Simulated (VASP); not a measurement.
The system is Ni.

```
Ni
1.0
     0.00000    1.76775    1.76775
     3.53550    0.00000    3.53550
     1.76775    1.76775    0.00000
Ni
2
Direct
  0.00000 0.00000 0.00000
  0.00000 0.50000 0.00000
```

Base run:

* Program: VASP 6.6.1
* Functional: PBE
* Potentials or basis: VASP PAW PBE potentials, release 64 (Ni)
* Cutoff: 520 eV
* k mesh: 12 × 6 × 12
* Occupations: gaussian, width 0.1 eV
* Spin: collinear spin
* Starting moments: [0.0, 2.0] μB

Its results: pressure -2.4 GPa; net moment 1.37 μB per cell; site moments Ni +0.70 μB.

Problem. The run is repeated on the same cell with these changes: spin from collinear spin to collinear spin, antiferromagnetic start; moments at the start from [0.0, 2.0] to [2.0, -2.0]. What comes out?

Solution. Pressure -3.7 GPa; net moment 0.00 μB per cell; site moments Ni +0.27, -0.27 μB.
